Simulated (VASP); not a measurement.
Here is a VASP 6.6.1 calculation.

The input INCAR:

```
SYSTEM = C
  PREC = Accurate
  ENCUT = 520
  EDIFF = 1E-7
  ISMEAR = 0
  SIGMA = 0.05
  LREAL = .False.
  LASPH = .True.
  NELM = 80
  ALGO = Normal
  ISIF = 2
  LWAVE = .False.
  LCHARG = .False.
  GGA = PS
  NBANDS = 11
```

KPOINTS

```
regular mesh
0
Gamma
  14 14 14
  0 0 0
```

The input POSCAR:

```
C
1.0
    0.0000000000      2.1270000000      3.3480000000
    1.2280000000      0.0000000000      3.3480000000
    1.2280000000      2.1270000000      0.0000000000
C
2
Direct
    0.0936570171      0.9063429829      0.4391489297
    0.8333300000      0.1666700000      0.8333300000
```

Potentials or basis: VASP PAW PBE potentials, release 64 (C).

The run is started by

```bash
$ cat potpaw_PBE.64/C/POTCAR > POTCAR
$ mpirun -np 1 vasp_std > vasp.out
```

Q: What does it give for the pressure?

A: 291.8 GPa.

Q: Estimate the largest force.

A: 117.415 eV/Å.

Forces in eV/Å, atoms in the order of the input:
```
C   -111.501  -36.795    0.000
C    111.501   36.795    0.000
```

Caveat: the cell differs from its parent crystal (atom 1 (C) moved by (+0.600, +0.000) A along [1 1 0] and z); atoms lie so close that the PAW spheres overlap strongly, which falsifies energies and pressures; the stress differs along the axes, from 1 to 730 GPa; this functional lacks dispersion, which binds layers or chains, so the pressure and a relaxed spacing across them are unreliable; the PAW data sets were made with another functional, which shifts forces and pressure a little.
